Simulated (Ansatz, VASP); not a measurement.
**Te in VASP and in Ansatz**

INCAR

```
SYSTEM = Te
PREC     = Accurate       ! precision mode
ENCUT    = 520            ! plane-wave cutoff, eV
EDIFF    = 1E-6           ! SCF threshold, eV
ISMEAR   = -1             ! smearing method
SIGMA    = 0.1            ! smearing width, eV
LREAL    = .FALSE.        ! projectors in reciprocal space
LASPH    = .TRUE.         ! aspherical terms in the spheres
NELM     = 60             ! most SCF steps
ALGO     = Normal         ! electronic algorithm
ISIF     = 2              ! what is computed and relaxed
LWAVE    = .FALSE.        ! write WAVECAR
LCHARG   = .FALSE.        ! write CHGCAR
GGA      = PE             ! functional
NBANDS   = 9              ! bands
```

File KPOINTS:

```
regular mesh
0
G
  11 11 11
  0 0 0
```

POSCAR

```
Te
1.0
    3.0684542225      0.0000000000      0.0000000000
    0.0000000000      3.0684542225      0.0000000000
    0.0000000000      0.0000000000      3.0684542225
Te
1
Direct
    0.0000000000      0.0000000000      0.0000000000
```

Input for Ansatz:

```yaml
crystal:
  lattice:
    - [3.0684542225, 0.0, 0.0]
    - [0.0, 3.0684542225, 0.0]
    - [0.0, 0.0, 3.0684542225]
  atoms:
    - { symbol: Te, position: [0.0, 0.0, 0.0] }
hamiltonian:
  xc: pbe
  pseudopotentials:
    kind: paw
    azcp:
      Te: "pseudopotentials/Te.paw.azcp"
basis:
  ecutwfc: 420
  fft_grid_basis: typed
kpoints:
  mp_grid: { grid: [11, 11, 11], shift: [0, 0, 0] }
magnetization:
  spin_polarized: false
scf:
  occupations: { method: fermi_dirac, width: 0.1 }
  lower_state_search: "off"
output:
  stress: true
  write_density: true
  write_potential: true
  elf: true
  volumetric_format: npy
```

Alike in both runs: task single point; functional PBE; k mesh 11 × 11 × 11; occupations fermi-dirac, width 0.1 eV; no spin polarisation.

|  | VASP | Ansatz |
| --- | --- | --- |
| version | VASP 6.6.1 | Ansatz 0.2.0 |
| potentials or method | VASP PAW PBE potentials, release 64 (Te), cutoff 520 eV | plane waves (420 eV) with PAW, scalar-relativistic |
| valence electrons in the cell | 6 | 16 |

|  | VASP | Ansatz | Ansatz less VASP |
| --- | --- | --- | --- |
| pressure (GPa) | 8.7 | 8.7 | 0.00 |

VASP's potentials hold 6 valence electrons a cell and Ansatz's 16, so a difference there can come from the potentials and not from the codes.

Spin-orbit coupling is off throughout.
